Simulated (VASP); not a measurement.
Mg2C:

```
C Mg
1.0
     0.00000    2.71094    2.71094
     2.71094    0.00000    2.71094
     2.71094    2.71094    0.00000
C Mg
1 2
Cartesian
  0.0000 0.0000 0.0000
  1.3555 1.3555 1.3555
  4.0664 4.0664 4.0664
```

Base run:

| Quantity | Value |
| --- | --- |
| Program | VASP 6.6.1 |
| Functional | r2SCAN |
| Potentials or basis | VASP PAW PBE potentials, release 64 (C, Mg) |
| Cutoff | 520 eV |
| k mesh | 8 × 8 × 8 |
| Occupations | gaussian, width 0.01 eV |
| Spin | no spin polarisation |

Its results: band gap on the k mesh 1.11 eV (least direct gap 1.95 eV); pressure -0.4 GPa.

Q: The run is repeated on the same cell with these changes: functional from r2SCAN to LDA; potentials or basis from VASP PAW PBE potentials, release 64 (C, Mg) to VASP PAW LDA potentials, release 64 (C, Mg). What comes out?

A: Band gap on the k mesh 0.75 eV (least direct gap 1.58 eV); pressure -4.1 GPa.

Caveats: the structure was generated, so it needn't be the stable form of Mg2C; the PAW data sets were made with another functional, which shifts forces and pressure a little (at least some runs); the cell stands under tension (at least some runs); semilocal functionals underestimate gaps, and a narrow one can read as zero (at least some runs).

A k mesh can miss the band edges.
